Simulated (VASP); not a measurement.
# CdS (P6_3mc) in VASP: a series of runs, part 2 of 2

VASP 6.6.1. The steps go on from the part before.

### Step 4. Single point, PBE

This run uses another cell than the first one, of 22.24 Å³/atom, 1.335 times its volume.

Contents of INCAR:

```
SYSTEM = CdS
PREC = Accurate
ENCUT = 520
EDIFF = 1E-6
ISMEAR = 0
SIGMA = 0.02
LREAL = .False.
LASPH = .True.
NELM = 100
ALGO = Normal
ISIF = 2
LWAVE = .False.
LCHARG = .False.
GGA = PE
NBANDS = 26
```

Contents of KPOINTS:

```
Automatic mesh
0
Gamma
  9 9 4
  0 0 0
```

Contents of POSCAR:

```
CdS
1.0
    3.9786492210      0.0000000000      0.0000000000
   -1.9893246105      3.4456112981      0.0000000000
    0.0000000000      0.0000000000      6.4903490271
Cd S
2 2
Direct
    0.6666666667      0.3333333333      0.5007224142
    0.3333333333      0.6666666667      0.0007224142
    0.6666666667      0.3333333333      0.8762775858
    0.3333333333      0.6666666667      0.3762775858
```

Potentials or basis: VASP PAW PBE potentials, release 64 (Cd, S).

On the command line:

```console
$ cat potpaw_PBE.64/Cd/POTCAR potpaw_PBE.64/S/POTCAR > POTCAR
$ mpirun -np 1 vasp_std > vasp.out
```

OUTCAR:

```text
SYSTEM = CdS
   PREC = Accurate
   ENCUT = 520
   EDIFF = 1E-6
   ISMEAR = 0
   LREAL = .False.
   LASPH = .True.
   NELM = 100
   ISIF = 2
   GGA = PE

 ion  position               nearest neighbor table
   1  0.667  0.333  0.501-   4 2.43   4 2.43   4 2.43   3 2.44
   2  0.333  0.667  0.001-   3 2.43   3 2.43   3 2.43   4 2.44
   3  0.667  0.333  0.876-   2 2.43   2 2.43   2 2.43   1 2.44
   4  0.333  0.667  0.376-   1 2.43   1 2.43   1 2.43   2 2.44

  LATTYP: Found a hexagonal cell.
 ALAT       =     3.9786492210
 C/A-ratio  =     1.6312946094

  Lattice vectors:

 A1 = (   3.9786492210,   0.0000000000,   0.0000000000)
 A2 = (  -1.9893246105,   3.4456112981,   0.0000000000)
 A3 = (   0.0000000000,   0.0000000000,   6.4903490271)

Analysis of symmetry for initial positions (statically):
=====================================================================
 Subroutine PRICEL returns:
 Original cell was already a primitive cell.

 Routine SETGRP: Setting up the symmetry group for a
 hexagonal supercell.

 Subroutine GETGRP returns: Found 12 space group operations
 (whereof  6 operations were pure point group operations)
 out of a pool of 24 trial point group operations.

The static configuration has the point symmetry C_3v.
 The point group associated with its full space group is C_6v.

Analysis of symmetry for dynamics (positions and initial velocities):
=====================================================================
 Subroutine PRICEL returns:
 Original cell was already a primitive cell.

 Routine SETGRP: Setting up the symmetry group for a
 hexagonal supercell.

 Subroutine GETGRP returns: Found 12 space group operations
 (whereof  6 operations were pure point group operations)
 out of a pool of 24 trial point group operations.
[... 121 lines left out ...]
   ISMEAR =     0;   SIGMA  =   0.02  broadening in eV -4-tet -1-fermi 0-gaus
   EFERMI_NEDOS =   21; number of points for ismear=-14 and -15
   IALGO  =     38    algorithm
   IMIX   =      4    mixing-type and parameters
     AMIX     =   0.40;   BMIX     =  1.00
     AMIX_MAG =   1.60;   BMIX_MAG =  1.00
  volume/ion in A,a.u.               =      22.24       150.11
  Fermi-wavevector in a.u.,A,eV,Ry     =   1.210837  2.288150 19.947857  1.466126
  Thomas-Fermi vector in A             =   2.346371
   LORBIT       =      0    0 simple, 1 ext, 2 COOP (PROOUT), +10 PAW based schemes
   GGA     = PE    functional components
   LHFCALC =     F    Hartree Fock is set to
   AEXX    =    0.0000 exact exchange contribution
   IVDW    =     0    specifies the selected vdW correction
   LEPSILON=     F    determine dielectric tensor
   LRPA    =     F    only Hartree local field effects (RPA)
 non-spin polarized calculation
 Gauss-broadening in eV      SIGMA  =   0.02
  energy-cutoff  :      520.00
  volume of cell :       88.98
 maximum number of plane-waves:      2424
 NGX is ok and might be reduce to    30
   NGX = 15   NGY = 15   NGZ = 25

 number of electron      35.9999986 magnetization

 Free energy of the ion-electron system (eV)
  ---------------------------------------------------
  ext. energy  EPLUGINS =         0.00000000
  ---------------------------------------------------
  free energy    TOTEN  =       -11.76632365 eV

  energy without entropy =      -11.76632365  energy(sigma->0) =      -11.76632365

 E-fermi :   2.4160     XC(G=0):  -9.6668

 val. band max:        2.3263839638   @ k =   0.0000   0.0000   0.0000
 cond. band min:       3.7970976129   @ k =   0.0000   0.0000   0.0000
 fundamental gap:      1.4707136492
 Fermi energy:         2.4160407772

 k-point     1 :       0.0000    0.0000    0.0000
  band No.  band energies     occupation
      1     -10.7924      2.00000
      2     -10.2496      2.00000
      3      -5.8631      2.00000
      4      -5.8474      2.00000
      5      -5.8474      2.00000
      6      -5.7352      2.00000
[... 685 lines left out ...]
     25      11.7673      0.00000
     26      12.3276      0.00000

 [... further k-points ...]

------------------------ aborting loop because EDIFF is reached ----------------------------------------

  FORCE on cell =-STRESS in cart. coord.  units (eV):
  Direction    XX          YY          ZZ          XY          YZ          ZX
  --------------------------------------------------------------------------------------
  -------------------------------------------------------------------------------------
  Total        6.9729372      6.9729372      7.0145999      0.0000000      0.0000000      0.0000000
  in kB      125.5614583    125.5614583    126.3116762      0.0000000      0.0000000      0.0000000
  external PRESSURE =     125.8115310 kB  Pullay stress =       0.0000000 kB

 VOLUME and BASIS-vectors are now :
 -----------------------------------------------------------------------------
  energy-cutoff  :      520.00
  volume of cell :       88.98
      direct lattice vectors                 reciprocal lattice vectors
     3.978649221  0.000000000  0.000000000     0.251341585  0.145112132  0.000000000
    -1.989324610  3.445611298  0.000000000     0.000000000  0.290224263  0.000000000
     0.000000000  0.000000000  6.490349027     0.000000000  0.000000000  0.154074919

 POSITION                                       TOTAL-FORCE (eV/Angst)
 -----------------------------------------------------------------------------------
      1.98932      1.14854      3.24986         0.000000     -0.000000      0.001416
     -0.00000      2.29707      0.00469        -0.000000      0.000000      0.001416
      1.98932      1.14854      5.68735        -0.000000      0.000000     -0.001416
     -0.00000      2.29707      2.44217        -0.000000     -0.000000     -0.001416
 -----------------------------------------------------------------------------------
    total drift:                               -0.000000     -0.000000      0.000067

  FREE ENERGIE OF THE ION-ELECTRON SYSTEM (eV)
  ---------------------------------------------------
  free  energy   TOTEN  =       -11.7663236479 eV

  energy  without entropy=      -11.7663236479  energy(sigma->0) =      -11.76632365
```

stdout:

```text
POSCAR found type information on POSCAR CdS
 POSCAR found :  2 types and       4 ions
 scaLAPACK will be used
 LDA part: xc-table for (Slater+PW92), standard interpolation
 POSCAR, INCAR and KPOINTS ok, starting setup
 FFT: planning ... GRIDC
 FFT: planning ... GRID_SOFT
 FFT: planning ... GRID
 WAVECAR not read
 entering main loop
```

Wall time 64 s (1 thread of Intel Xeon Platinum 8488C (Sapphire Rapids), shared host); peak memory 0.23 GiB.

What came out:

| Property | Result |
| --- | --- |
| Free energy | -11.7663 eV |
| Pressure | 12.6 GPa |
| Band gap on the k mesh | 1.47 eV, direct |

Stress tensor (GPa, compression positive):
```
12.56  0.00  0.00
 0.00 12.56  0.00
 0.00  0.00 12.63
```

Levels at points of the mesh, in eV from the valence-band top:
```
           k point  band 16  band 17  band 18  band 19  band 20  band 21
(0.00, 0.00, 0.00)    -0.08     0.00     0.00     1.47     2.95     6.44
(0.00, 0.00, 0.50)    -0.48    -0.48    -0.48     3.09     3.09     6.29
```

PBE gaps usually lie below the measured ones, often by a third to a half.

### Step 5. Summary

```csv
cell,gap on the mesh (eV),pressure (GPa)
"a = 3.293, b = 3.293, c = 7.097 Å, angles 90.0, 90.0, 120.0°, 4 atoms",none,51.6
"a = 3.740, b = 3.740, c = 6.587 Å, angles 90.0, 90.0, 120.0°, 4 atoms",1.42,25.9
"a = 3.979, b = 3.979, c = 6.490 Å, angles 90.0, 90.0, 120.0°, 4 atoms",1.47,12.6
```

Alike in all rows: task single point; level PBE; potentials or basis VASP PAW PBE potentials, release 64 (Cd, S); no spin polarisation; k mesh 9 × 9 × 4; cutoff (eV) 520; smearing gaussian 0.02 eV.

Absolute energies hang on the potentials; compare differences alone.
